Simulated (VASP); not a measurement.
A run of VASP 6.6.1 is set up as follows.

INCAR

```
SYSTEM = CdS
ALGO = Normal ; EDIFF = 1E-7
ENCUT = 520 ; GGA = PE
ISIF = 2 ; ISMEAR = -1
LASPH = .True. ; LCHARG = .True.
LELF = .True. ; LREAL = .False.
LVHAR = .True. ; LWAVE = .False.
NBANDS = 26 ; NELM = 80
PREC = Accurate ; SIGMA = 0.02
```

KPOINTS

```
k-points
0
Gamma
  12 12 4
  0 0 0
```

POSCAR

```
CdS
1.0
    3.9980172314      0.0000000000      0.0000000000
   -1.9990086157      3.4623844872      0.0000000000
    0.0000000000      0.0000000000      6.4953700704
Cd S
2 2
Direct
    0.3333333333      0.6666666667     -0.0009078261
    0.6666666667      0.3333333333      0.4990921739
    0.3333333333      0.6666666667      0.3759078261
    0.6666666667      0.3333333333      0.8759078261
```

Potentials or basis: VASP PAW PBE potentials, release 64 (Cd, S).

Run with:

```bash
$ cat potpaw_PBE.64/Cd/POTCAR potpaw_PBE.64/S/POTCAR > POTCAR
$ mpirun -np 1 vasp_std > vasp.out
```

Problem. Predict the largest force.

Solution. 0.004 eV/Å.

Problem. Estimate the band gap on the k mesh.

Solution. 1.46 eV.

Problem. Estimate the pressure.

Solution. 11.5 GPa.

Stress tensor (GPa, compression positive):
```
11.46  0.00  0.00
 0.00 11.46  0.00
 0.00  0.00 11.60
```

Caveat: the cell differs from its parent crystal (strain -4.0%); the cell stands under pressure. A k mesh can miss the band edges.
